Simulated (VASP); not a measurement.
# TaTc (P4/mmm) in VASP: relaxation of cell and atoms with LDA

Aim: the relaxation of cell and atoms of TaTc with LDA.

Program: VASP 6.6.1. These are calculated values, not measurements. Logs are shortened: lines on timing, memory, paths and dates and some standing lists are left out, and cuts for length are marked.

### Step 1. The cell of the first run

The structure is tetragonal, space group P4/mmm (No. 123). Conventional cell: a = 2.832 Å, b = 2.832 Å, c = 4.005 Å, α = 90.00°, β = 90.00°, γ = 90.00°. Within 3.7 Å of Tc (site symmetry 4/mmm) lie 4 Tc at 2.83 Å and 8 Ta at 2.83 Å. Within 3.7 Å of Ta (site symmetry 4/mmm) lie 8 Tc at 2.83 Å and 4 Ta at 2.83 Å.

### Step 2. Relaxation of cell and atoms, LDA

Contents of INCAR:

```
SYSTEM = TaTc
  PREC = Accurate
  ENCUT = 600
  EDIFF = 1E-6
  ISMEAR = -1
  SIGMA = 0.1
  LREAL = .FALSE.
  LASPH = .TRUE.
  NELM = 60
  ALGO = Normal
  ISIF = 3
  LWAVE = .FALSE.
  LCHARG = .FALSE.
  GGA = CA
  IBRION = 2
  NSW = 50
  EDIFFG = -0.01
```

Contents of KPOINTS:

```
Automatic mesh
0
G
  6 6 6
  0 0 0
```

Contents of POSCAR:

```
TaTc
1.0
    4.0050000000      0.0000000000      0.0000000000
    0.0000000000      4.0050000000      0.0000000000
    0.0000000000      0.0000000000      4.0050000000
Tc Ta
2 2
Direct
    0.0000000000      0.0000000000      0.0000000000
    0.0000000000      0.5000000000      0.5000000000
    0.5000000000      0.0000000000      0.5000000000
    0.5000000000      0.5000000000      0.0000000000
```

Potentials or basis: VASP PAW LDA potentials, release 64 (Tc_pv, Ta_pv).

Launch:

```console
$ cat potpaw_LDA.64/Tc_pv/POTCAR potpaw_LDA.64/Ta_pv/POTCAR > POTCAR
$ mpirun -np 1 vasp_std > vasp.out
```

OUTCAR:

```text
SYSTEM = TaTc
   PREC = Accurate
   ENCUT = 600
   EDIFF = 1E-6
   ISMEAR = -1
   LREAL = .FALSE.
   LASPH = .TRUE.
   NELM = 60
   ISIF = 3
   GGA = CA
   IBRION = 2
   NSW = 50
   EDIFFG = -0.01

 ion  position               nearest neighbor table
   1  0.000  0.000  0.000-   2 2.83   3 2.83   4 2.83   2 2.83   3 2.83   2 2.83   4 2.83   2 2.83
                             3 2.83   4 2.83   3 2.83   4 2.83
   2  0.000  0.500  0.500-   1 2.83   3 2.83   4 2.83   1 2.83   4 2.83   1 2.83   3 2.83   1 2.83
                             3 2.83   4 2.83   4 2.83   3 2.83
   3  0.500  0.000  0.500-   1 2.83   2 2.83   4 2.83   1 2.83   4 2.83   2 2.83   4 2.83   4 2.83
                             1 2.83   2 2.83   1 2.83   2 2.83
   4  0.500  0.500  0.000-   1 2.83   2 2.83   3 2.83   2 2.83   3 2.83   1 2.83   3 2.83   3 2.83
                             1 2.83   2 2.83   2 2.83   1 2.83

  LATTYP: Found a simple cubic cell.
 ALAT       =     4.0050000000

  Lattice vectors:

 A1 = (   4.0050000000,   0.0000000000,   0.0000000000)
 A2 = (   0.0000000000,   4.0050000000,   0.0000000000)
 A3 = (   0.0000000000,   0.0000000000,   4.0050000000)

Analysis of symmetry for initial positions (statically):
=====================================================================
 Subroutine PRICEL returns following result:

  LATTYP: Found a simple tetragonal cell.
 ALAT       =     2.8319626587
 C/A-ratio  =     1.4142135624

  Lattice vectors:

 A1 = (   0.0000000000,   2.0025000000,  -2.0025000000)
 A2 = (   0.0000000000,   2.0025000000,   2.0025000000)
 A3 = (   4.0050000000,   0.0000000000,   0.0000000000)

   2 primitive cells build up your supercell.

 Routine SETGRP: Setting up the symmetry group for a
 simple cubic supercell.

 Subroutine GETGRP returns: Found 16 space group operations
 (whereof 16 operations were pure point group operations)
 out of a pool of 48 trial point group operations.

The static configuration has the point symmetry D_4h.

Analysis of symmetry for dynamics (positions and initial velocities):
=====================================================================
 Subroutine PRICEL returns following result:

  LATTYP: Found a simple tetragonal cell.
 ALAT       =     2.8319626587
 C/A-ratio  =     1.4142135624

  Lattice vectors:

 A1 = (   0.0000000000,   2.0025000000,  -2.0025000000)
 A2 = (   0.0000000000,   2.0025000000,   2.0025000000)
 A3 = (   4.0050000000,   0.0000000000,   0.0000000000)

   2 primitive cells build up your supercell.

 Routine SETGRP: Setting up the symmetry group for a
 simple cubic supercell.

 Subroutine GETGRP returns: Found 16 space group operations
[... 120 lines left out ...]
   IALGO  =     38    algorithm
   IMIX   =      4    mixing-type and parameters
     AMIX     =   0.40;   BMIX     =  1.00
     AMIX_MAG =   1.60;   BMIX_MAG =  1.00
  volume/ion in A,a.u.               =      16.06       108.38
  Fermi-wavevector in a.u.,A,eV,Ry     =   1.485546  2.807275 30.025969  2.206846
  Thomas-Fermi vector in A             =   2.598944
   LORBIT       =      0    0 simple, 1 ext, 2 COOP (PROOUT), +10 PAW based schemes
   GGA     = CA    functional components
   LHFCALC =     F    Hartree Fock is set to
   AEXX    =    0.0000 exact exchange contribution
   IVDW    =     0    specifies the selected vdW correction
   LEPSILON=     F    determine dielectric tensor
   LRPA    =     F    only Hartree local field effects (RPA)
 conjugate gradient relaxation of ions
 non-spin polarized calculation
  energy-cutoff  :      600.00
  volume of cell :       64.24
 maximum number of plane-waves:      2176
 NGX is ok and might be reduce to    32
   NGX = 15   NGY = 15   NGZ = 15

--------------------------------------- Ionic step        1  -------------------------------------------

 number of electron      47.9999993 magnetization

 Free energy of the ion-electron system (eV)
  ---------------------------------------------------
  ext. energy  EPLUGINS =         0.00000000
  ---------------------------------------------------
  free energy    TOTEN  =       -48.62455134 eV

  energy without entropy =      -48.44553531  energy(sigma->0) =      -48.53504332

------------------------ aborting loop because EDIFF is reached ----------------------------------------

  FORCE on cell =-STRESS in cart. coord.  units (eV):
  Direction    XX          YY          ZZ          XY          YZ          ZX
  --------------------------------------------------------------------------------------
  -------------------------------------------------------------------------------------
  Total       -5.9553388     -0.4628631     -0.4628631      0.0000000      0.0000000      0.0000000
  in kB     -148.5283965    -11.5439795    -11.5439795      0.0000000      0.0000000      0.0000000
  external PRESSURE =     -57.2054518 kB  Pullay stress =       0.0000000 kB
[... 95 lines left out ...]
  FREE ENERGIE OF THE ION-ELECTRON SYSTEM (eV)
  ---------------------------------------------------
  free  energy   TOTEN  =       -48.8223129053 eV

  energy  without entropy=      -48.6730552605  energy(sigma->0) =      -48.74768408

 E-fermi :  10.5172     XC(G=0): -13.9221

 val. band max:       10.5154619651   @ k =   0.0000   0.3333   0.3333
 cond. band min:      10.5956730385   @ k =   0.5000   0.5000   0.3333
 fundamental gap:      0.0802110735
 Fermi energy:        10.5171514831

 k-point     1 :       0.0000    0.0000    0.0000
  band No.  band energies     occupation
      1     -28.5027      2.00000
      2     -28.5027      2.00000
      3     -28.2439      2.00000
      4     -28.2235      2.00000
      5     -28.2235      2.00000
      6     -28.1415      2.00000
[... 733 lines left out ...]
     27      12.0989      0.00000
     28      12.1805      0.00000

 [... further k-points ...]

[... ionic steps 4 to 14 ...]

--------------------------------------- Ionic step       15  -------------------------------------------

 number of electron      47.9999989 magnetization

------------------------ aborting loop because EDIFF is reached ----------------------------------------
[... 71 lines left out ...]
--------------------------------------- Ionic step       17  -------------------------------------------

 number of electron      47.9999990 magnetization

 Free energy of the ion-electron system (eV)
  ---------------------------------------------------
  ext. energy  EPLUGINS =         0.00000000
  ---------------------------------------------------
  free energy    TOTEN  =       -51.00140646 eV

  energy without entropy =      -50.96316182  energy(sigma->0) =      -50.98228414

 E-fermi :   9.7756     XC(G=0): -13.6164

 val. band max:        9.7722213213   @ k =   0.5000   0.1667   0.1667
 cond. band min:       9.7773059429   @ k =   0.0000   0.3333   0.3333
 fundamental gap:      0.0050846216
 Fermi energy:         9.7756481312

 k-point     1 :       0.0000    0.0000    0.0000
  band No.  band energies     occupation
      1     -29.1517      2.00000
      2     -29.1517      2.00000
      3     -28.9426      2.00000
      4     -28.9329      2.00000
      5     -28.9329      2.00000
      6     -28.8652      2.00000
[... 766 lines left out ...]
  FREE ENERGIE OF THE ION-ELECTRON SYSTEM (eV)
  ---------------------------------------------------
  free  energy   TOTEN  =       -51.0014064632 eV

  energy  without entropy=      -50.9631618230  energy(sigma->0) =      -50.98228414

 reached required accuracy - stopping structural energy minimisation
```

It took 11 min on 1 thread of Intel Xeon Platinum 8375C at 2.90GHz (Ice Lake), shared host; peak memory 0.23 GiB.

Results:

* Free energy: -51.0014 eV
* Relaxed volume: 15.40 Å³/atom
* Relaxed cell: a = 3.134 Å, b = 4.434 Å, c = 4.434 Å, α = 90.00°, β = 90.00°, γ = 90.00°
* Space group after relaxing (to 0.05 Å): Pm-3m (No. 221)
* Energy gained by relaxing: 594.2 meV/atom
* Ionic steps: 17
* Pressure after relaxing: 0.0 GPa
* Band gap on the k mesh: zero (band 24 reaches 11.13 eV, above the bottom of band 25 at 9.04 eV)

The path:
```
step  energy change (eV)  largest force (eV/Å)  pressure (GPa)  volume (Å³)
   1              0.0000                0.0000           -5.72        64.24
   2             -0.1921                0.0000           19.04        58.96
   3             -0.1978                0.0000           14.99        59.70
   4             -0.2759                0.0000           17.12        59.29
   5             -0.5297                0.0000           23.82        58.00
   6             -0.9724                0.0000           41.46        55.19
   7              2.2416                0.0000          114.05        48.60
   8             -1.0218                0.0000           47.27        54.44
   9             -1.0018                0.0000           52.44        53.83
  10             -1.0798                0.0000           52.67        53.80
  11             -1.1785                0.0000           54.07        53.66
  12             -1.3265                0.0000           50.16        54.12
  13             -1.7061                0.0000           38.22        55.49
  14             -2.1979                0.0000           18.12        58.32
  15             -2.2816                0.0000          -11.18        64.25
  16             -2.3764                0.0000           -0.86        61.80
  17             -2.3769                0.0000            0.00        61.62
```

Final structure:
```
Tc Ta
1.0
     3.13355    0.00000    0.00000
     0.00000    4.43445    0.00000
     0.00000    0.00000    4.43445
Tc Ta
2 2
Direct
  0.00000 0.00000 0.00000
  0.00000 0.50000 0.50000
  0.50000 0.00000 0.50000
  0.50000 0.50000 0.00000
```

Caveat: spin-orbit coupling is left out, which moves the levels of the heavy elements.
